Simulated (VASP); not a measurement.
A run of VASP 6.6.1:

INCAR

```
PREC = Accurate
ENCUT = 520
EDIFF = 1E-6
ISMEAR = 0
SIGMA = 0.1
LREAL = False
LASPH = True
NELM = 80
ALGO = Normal
ISIF = 2
LWAVE = False
LCHARG = False
GGA = PE
NBANDS = 44
```

File KPOINTS:

```
Automatic mesh
0
Gamma
  6 6 2
```

The input POSCAR:

```
La3LuO2
1.0
    4.6836905200      0.0000000000      0.0000000000
   -2.3418452600      4.0561949700      0.0000000000
    0.0000000000      0.0000000000      8.3948234300
La Lu O
3 1 2
Direct
    0.3333333300      0.6666666700      0.5000000000
    0.6666666700      0.3333333300      0.5000000000
    0.0000000000      0.0000000000      0.5000000000
    0.0000000000      0.0000000000      0.0000000000
    0.0000000000      0.0000000000      0.2114160500
    0.0000000000      0.0000000000      0.7885839500
```

Potentials or basis: VASP PAW PBE potentials, release 64 (La, Lu, O).

Run with:

```bash
$ cat potpaw_PBE.64/La/POTCAR potpaw_PBE.64/Lu/POTCAR potpaw_PBE.64/O/POTCAR > POTCAR
$ mpirun -np 1 vasp_std > vasp.out
```

Hardware: 1 thread of Intel(R) Xeon(R) 6975P-C (Granite Rapids), with other jobs on the host.

**Question.** Estimate the wall time of this run.

**Answer.** Run time: 3.2 min on 1 thread of Intel(R) Xeon(R) 6975P-C (Granite Rapids), on a shared host, peak memory 0.33 GiB. Counts: scf iterations 37, k points 14.
